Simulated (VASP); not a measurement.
**AlN: single point with PBEsol**

The system is AlN.

```xyz
2
Lattice="0.0000 2.1887 2.1887 2.1887 0.0000 2.1887 2.1887 2.1887 0.0000" Properties=species:S:1:pos:R:3 pbc="T T T"
Al    0.0000    0.0000    0.0000
N     1.0943    1.0943    1.0943
```

```
Program                : VASP 6.6.1
Task                   : single point
Functional             : PBEsol
Potentials or basis    : VASP PAW PBE potentials, release 64 (Al, N)
Cutoff                 : 520 eV
k mesh                 : 10 × 10 × 10
Occupations            : fermi-dirac, width 0.05 eV
Spin                   : no spin polarisation
Dipole correction      : no
Further INCAR settings : ALGO = Normal; EDIFF = 1e-06; NBANDS = 11
```

| Item | Value |
| --- | --- |
| Pressure | 0.0 GPa |
| Band gap on the k mesh | 3.18 eV, indirect (least direct gap 4.08 eV) |

Levels at points of the mesh, in eV from the valence-band top:
| k point | band 2 | band 3 | band 4 | band 5 | band 6 | band 7 |
| --- | --- | --- | --- | --- | --- | --- |
| (0.00, 0.00, 0.00) | 0.00 | 0.00 | 0.00 | 4.08 | 12.41 | 12.41 |
| (0.50, 0.00, 0.00) | -5.89 | -0.48 | -0.48 | 7.23 | 9.72 | 11.00 |
| (0.50, 0.50, 0.00) | -4.93 | -1.78 | -1.78 | 3.18 | 8.44 | 13.79 |

Wall time 5.5 s on 1 thread of Intel(R) Xeon(R) Platinum 8559C (Emerald Rapids), with other jobs on the host, peak memory 0.13 GiB.

Caveat: the PAW data sets were made with another functional, which shifts forces and pressure a little. A k mesh can miss the band edges.
